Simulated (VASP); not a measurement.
Write the native input for VASP 6.6.1 that does the following.

```yaml
Task: single point
Functional: PBEsol
Dispersion: D3(BJ)
Potentials_or_basis: VASP PAW PBE potentials, release 64 (Mg)
Cutoff: 600 eV
k_mesh: 13 × 13 × 13
Occupations: methfessel-paxton, width 0.1 eV
Spin: no spin polarisation
Dipole_correction: no
Further_INCAR_settings: ALGO = Normal; EDIFF = 1e-06; NBANDS = 7
```

The structure of Mg lies in POSCAR:

```
Mg
1.0
   -1.8595329223      1.8595329223      1.6371520215
    1.8595329223     -1.8595329223      1.6371520215
    1.8595329223      1.8595329223     -1.6371520215
Mg
1
Direct
    0.0000000000      0.0000000000      0.0000000000
```

One way to write it, as run:

INCAR

```
SYSTEM = Mg
  PREC = Accurate
  ENCUT = 600
  EDIFF = 1E-6
  ISMEAR = 1
  SIGMA = 0.1
  LREAL = .FALSE.
  LASPH = .TRUE.
  NELM = 120
  ALGO = Normal
  ISIF = 2
  LWAVE = .FALSE.
  LCHARG = .FALSE.
  GGA = PS
  IVDW = 12
  NBANDS = 7
  GGA_COMPAT = .FALSE.
```

KPOINTS

```
Automatic mesh
0
G
  13 13 13
  0 0 0
```

Potentials or basis: VASP PAW PBE potentials, release 64 (Mg).

Command:

```sh
$ cat potpaw_PBE.64/Mg/POTCAR > POTCAR
$ mpirun -np 1 vasp_std > vasp.out
```

It gave:

```yaml
Pressure: -2.0 GPa
Band_gap_on_the_k_mesh: zero (bands 1 and 2 overlap by 4.40 eV)
Dispersion_energy_per_atom: -0.265 eV
```

Caveat: the PAW data sets were made with another functional, which shifts forces and pressure a little.

Run time: 23 s on 1 thread of Intel(R) Xeon(R) Platinum 8259CL CPU @ 2.50GHz (Skylake/Cascade Lake), with other jobs on the host, peak memory 0.19 GiB.
